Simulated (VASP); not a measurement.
**SiC (Moissanite): single point with BLYP+D3(BJ)**

SiC (Moissanite):

```
Si C
1.0
     3.11648    0.00000    0.00000
    -1.55824    2.69895    0.00000
     0.00000    0.00000    5.11443
Si C
2 2
Direct
  0.66667 0.33333 0.50000
  0.33333 0.66667 0.00000
  0.66667 0.33333 0.88500
  0.33333 0.66667 0.38500
```

```
Program                : VASP 6.6.1
Task                   : single point
Functional             : BLYP
Dispersion             : D3(BJ)
Potentials or basis    : VASP PAW PBE potentials, release 64 (Si, C)
Cutoff                 : 520 eV
k mesh                 : 10 × 10 × 5
Occupations            : fermi-dirac, width 0.05 eV
Spin                   : no spin polarisation
Dipole correction      : no
Further INCAR settings : ALGO = Normal; EDIFF = 1e-06; NBANDS = 16
```

The pressure is -8.8 GPa, the largest force is 0.707 eV/Å and the band gap on the k mesh is 2.77 eV, indirect (least direct gap 4.25 eV). The dispersion energy per atom is -0.619 eV.

Forces on the atoms (eV/Å):
```
Si   0.000  0.000  0.707
Si   0.000  0.000  0.707
C    0.000  0.000 -0.707
C    0.000  0.000 -0.707
```

Stress tensor (GPa, compression positive):
```
 -8.05   0.00   0.00
  0.00  -8.05   0.00
  0.00   0.00 -10.28
```

Levels at points of the mesh, in eV from the valence-band top:
| k point | band 4 | band 5 | band 6 | band 7 | band 8 | band 9 | band 10 | band 11 | band 12 | band 13 |
| --- | --- | --- | --- | --- | --- | --- | --- | --- | --- | --- |
| (0.00, 0.00, 0.00) | -1.53 | -1.53 | -0.29 | -0.29 | 0.00 | 4.41 | 5.75 | 6.38 | 6.38 | 7.29 |
| (0.50, 0.00, 0.00) | -6.40 | -5.18 | -3.42 | -3.02 | -1.48 | 2.77 | 4.37 | 6.57 | 7.24 | 9.44 |

Run time: 26 s on 1 thread of Intel(R) Xeon(R) Platinum 8488C (Sapphire Rapids), with other jobs on the host, peak memory 0.17 GiB.

Caveat: the PAW data sets were made with another functional, which shifts forces and pressure a little. A k mesh can miss the band edges.
